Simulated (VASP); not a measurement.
Hf2Cl, 3 atoms in the cell. Symmetry: I4/mmm, No. 139, tetragonal system. The conventional cell has a = 3.132 Å, b = 3.132 Å, c = 13.190 Å, α = 90.00°, β = 90.00°, γ = 90.00°. Hf (site symmetry 4mm) has 8 Hf at 3.00 to 3.13 Å and 4 Cl at 3.18 Å within 4.0 Å. Within 4.1 Å of Cl (site symmetry 4/mmm) lie 4 Cl at 3.13 Å and 8 Hf at 3.18 Å. 

| Item | Value |
| --- | --- |
| Program | VASP 6.6.1 |
| Task | single point |
| Functional | PBE |
| Potentials or basis | VASP PAW PBE potentials, release 64 (Hf_pv, Cl) |
| Cutoff | 520 eV |
| k mesh | 6 × 6 × 6 |
| Occupations | gaussian, width 0.1 eV |
| Spin | no spin polarisation |
| Dipole correction | no |
| Further INCAR settings | ALGO = Normal; EDIFF = 1e-07; NBANDS = 20 |

Potentials or basis: VASP PAW PBE potentials, release 64 (Hf_pv, Cl).

The run is started by

```bash
$ cat potpaw_PBE.64/Hf_pv/POTCAR potpaw_PBE.64/Cl/POTCAR > POTCAR
$ mpirun -np 1 vasp_std > vasp.out
```

Hardware: 1 thread of Intel Xeon 8259CL, with other jobs on the host.

Estimate the wall time of this run.

Wall time 4.6 min on 1 thread of Intel Xeon 8259CL (shared host), peak memory 0.39 GiB. Counts: scf iterations 15, k points 30.
